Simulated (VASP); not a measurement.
Input of a VASP 6.6.1 run:

INCAR

```
  PREC = Accurate
  ENCUT = 520
  EDIFF = 1E-7
  ISMEAR = -1
  SIGMA = 0.1
  LREAL = F
  LASPH = T
  NELM = 80
  ALGO = Normal
  ISIF = 2
  LWAVE = F
  LCHARG = F
  GGA = RE
  NBANDS = 18
```

File KPOINTS:

```
Automatic mesh
0
Gamma
  14 14 4
```

POSCAR

```
As
1.0
    3.0288061825      0.0000000000      0.0000000000
   -1.5144030912      2.6230230972      0.0000000000
    0.0000000000      0.0000000000     10.2508270208
As
4
Direct
    0.0000000000      0.0000000000      0.0000000000
    0.0000000000      0.0000000000      0.5000000000
    0.3333333333      0.6666666667      0.2500000000
    0.6666666667      0.3333333333      0.7500000000
```

Potentials or basis: VASP PAW PBE potentials, release 64 (As).

Launch:

```console
$ cat potpaw_PBE.64/As/POTCAR > POTCAR
$ mpirun -np 1 vasp_std > vasp.out
```

**Question.** What does it give for the pressure?

**Answer.** -2.8 GPa.

**Question.** What does it give for the band gap on the k mesh?

**Answer.** Zero (band 10 reaches 10.55 eV, above the bottom of band 11 at 3.45 eV).

Stress tensor (GPa, compression positive):
```
-3.12  0.00  0.00
 0.00 -3.12  0.00
 0.00  0.00 -2.26
```

Caveat: the PAW data sets were made with another functional, which shifts forces and pressure a little.
